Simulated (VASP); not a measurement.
Runs of VASP 6.6.1 on Mg3SnN2. The structure is that of space group P6/mmm (No. 191), or close to it. The cells are those of the table. The cell was generated, and may not be a known phase.

| task | cell | k mesh | cutoff (eV) | gap on the mesh (eV) | pressure (GPa) | relaxed volume (Å³/atom) |
| --- | --- | --- | --- | --- | --- | --- |
| relaxation of cell and atoms | relaxed from a = 5.749, b = 5.749, c = 3.293 Å, angles 90.0, 90.0, 120.0°, 6 atoms | 6 × 6 × 6 | 600 | none | -0.1 | 14.35 |
| single point | a = 5.749, b = 5.749, c = 3.293 Å, angles 90.0, 90.0, 120.0°, 6 atoms | 6 × 6 × 6 | 520 | none | (a) | - |
| single point | a = 5.741, b = 5.741, c = 3.023 Å, angles 90.0, 90.0, 120.0°, 6 atoms | 6 × 6 × 6 | 520 | none | -0.3 | - |
| single point | a = 5.769, b = 5.769, c = 2.989 Å, angles 90.0, 90.0, 120.0°, 6 atoms | 12 × 12 × 12 | 520 | none | -0.3 | - |
| relaxation of cell and atoms | relaxed from a = 5.741, b = 5.741, c = 3.023 Å, angles 90.0, 90.0, 120.0°, 6 atoms | 12 × 12 × 12 | 600 | none | 0.0 | 14.30 |

Alike in all rows: level PBE; potentials or basis VASP PAW PBE potentials, release 64 (Mg, Sn_d, N); no spin polarisation; smearing gaussian 0.1 eV.

Task: Fill in the values left out.

Result: (a) -8.0.

Caveats: spin-orbit coupling is left out, which moves the levels of the heavy elements; the stress differs along the axes, from -23 to -0 GPa (at least some runs).

A k mesh can miss the band edges, and the runs leave out spin-orbit coupling on Sn.

A gap of «none» marks levels without a gap at the run's occupations.
